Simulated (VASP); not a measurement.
WC, 2 atoms in the cell. It takes space group Amm2 (No. 38, orthorhombic). Conventional cell: a = 2.828 Å, b = 2.898 Å, c = 5.020 Å, α = 90.00°, β = 90.00°, γ = 90.00°. W (site symmetry mm2) has 6 C at 2.12 to 2.36 Å and 8 W at 2.83 to 2.90 Å within 2.9 Å. Within 2.9 Å of C (site symmetry mm2) lie 6 W at 2.12 to 2.36 Å and 8 C at 2.83 to 2.90 Å.  This cell differs from its parent crystal: atoms displaced along a vibrational mode.

```yaml
Program: VASP 6.6.1
Task: single point
Functional: PBEsol
Potentials_or_basis: VASP PAW PBE potentials, release 64 (W_sv, C)
Cutoff: 520 eV
k_mesh: 24 × 24 × 22
Occupations: gaussian, width 0.15 eV
Spin: no spin polarisation
Dipole_correction: no
Further_INCAR_settings: ALGO = Normal; EDIFF = 1e-06; NBANDS = 16
```

Potentials or basis: VASP PAW PBE potentials, release 64 (W_sv, C).

Run with:

```console
$ cat potpaw_PBE.64/W_sv/POTCAR potpaw_PBE.64/C/POTCAR > POTCAR
$ mpirun -np 1 vasp_std > vasp.out
```

Hardware: 1 thread of AMD EPYC 7571, with other jobs on the host.

Task: Estimate the wall time of this run.

Result: It took 16 min on 1 thread of AMD EPYC 7571, on a shared host, peak memory 0.64 GiB. Counts: scf iterations 12, k points 1884.
